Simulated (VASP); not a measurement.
Runs of VASP 6.6.1 on Ti3Si. The structure is that of space group Fm-3m (No. 225), or close to it. The cells are those of the table. 

```tsv
task	cell	cutoff (eV)	gap on the mesh (eV)	pressure (GPa)
single point	a = 4.348 Å, angles 60.0°, 4 atoms	520	none	0.0
single point	a = 4.302 Å, angles 60.0°, 4 atoms	520	none	5.1
relaxation of cell and atoms	relaxed to -2 GPa from a = 4.447 Å, angles 60.0°, 4 atoms	600	none	-2.0
relaxation of cell and atoms	relaxed to 2 GPa from a = 4.447 Å, angles 60.0°, 4 atoms	600	none	2.1
single point	a = 4.329 Å, angles 60.0°, 4 atoms	520	none	2.1
single point	a = 4.367 Å, angles 60.0°, 4 atoms	520	none	-1.9
single point	a = 4.263 Å, angles 60.0°, 4 atoms	520	none	(a)
relaxation of cell and atoms	relaxed to 5 GPa from a = 4.447 Å, angles 60.0°, 4 atoms	600	none	5.0
relaxation of cell and atoms	relaxed to 10 GPa from a = 4.447 Å, angles 60.0°, 4 atoms	600	none	10.0
relaxation of cell and atoms	relaxed from a = 4.447 Å, angles 60.0°, 4 atoms	600	none	-0.1
```

Alike in all rows: level LDA; potentials or basis VASP PAW LDA potentials, release 64 (Ti_sv, Si); no spin polarisation; k mesh 8 × 8 × 8; smearing fermi-dirac 0.1 eV.

Q: Fill in the values left out.

A: (a) 10.1.

Caveats: the cell is relaxed towards a set pressure, so the run minimises the enthalpy, not the energy (at least some runs); the cell stands under pressure (at least some runs).

A gap of «none» marks levels without a gap at the run's occupations.
